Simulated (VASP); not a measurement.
Write the native input for VASP 6.6.1 that does the following.

| Property | Result |
| --- | --- |
| Task | single point |
| Functional | LDA |
| Potentials or basis | VASP PAW LDA potentials, release 64 (Mn_pv, Rh_pv) |
| Cutoff | 520 eV |
| k mesh | 14 × 14 × 14 |
| Occupations | gaussian, width 0.2 eV |
| Spin | collinear spin, ferromagnetic start |
| Starting moments | [3.52, 0.67] μB |
| Dipole correction | no |
| Further INCAR settings | ALGO = Fast; EDIFF = 1e-07; NBANDS = 25 |

The structure of MnRh lies in POSCAR:

```
MnRh
1.0
    2.9340679641      0.0000000000      0.0000000000
    0.0000000000      2.9340679641      0.0000000000
    0.0000000000      0.0000000000      2.9340679641
Mn Rh
1 1
Direct
    0.0000000000      0.0000000000      0.0000000000
    0.5000000000      0.5000000000      0.5000000000
```

These files were run (other wordings do the same):

INCAR

```
SYSTEM = MnRh
  PREC = Accurate
  ENCUT = 520
  EDIFF = 1E-7
  ISMEAR = 0
  SIGMA = 0.2
  LREAL = .False.
  LASPH = .True.
  NELM = 150
  ALGO = Fast
  ISIF = 2
  LWAVE = .False.
  LCHARG = .False.
  ISPIN = 2
  MAGMOM = 3.52 0.67
  LORBIT = 11
  LMAXMIX = 4
  GGA = CA
  NBANDS = 25
```

KPOINTS

```
Automatic mesh
0
Gamma
  14 14 14
  0 0 0
```

Potentials or basis: VASP PAW LDA potentials, release 64 (Mn_pv, Rh_pv).

Command:

```bash
$ cat potpaw_LDA.64/Mn_pv/POTCAR potpaw_LDA.64/Rh_pv/POTCAR > POTCAR
$ mpirun -np 1 vasp_std > vasp.out
```

Results of the run:

```json
{
  "Pressure": "4.7 GPa",
  "Net moment": "3.89 μB per cell",
  "Site moments": "Mn +3.15; Rh +0.62 μB",
  "Valence electrons inside the program's atomic spheres": "Mn 11.76; Rh 13.95"
}
```

Caveat: the cell stands under pressure.

Wall time 2.9 min on 1 thread of Intel Xeon 8259CL (shared host), peak memory 0.22 GiB.
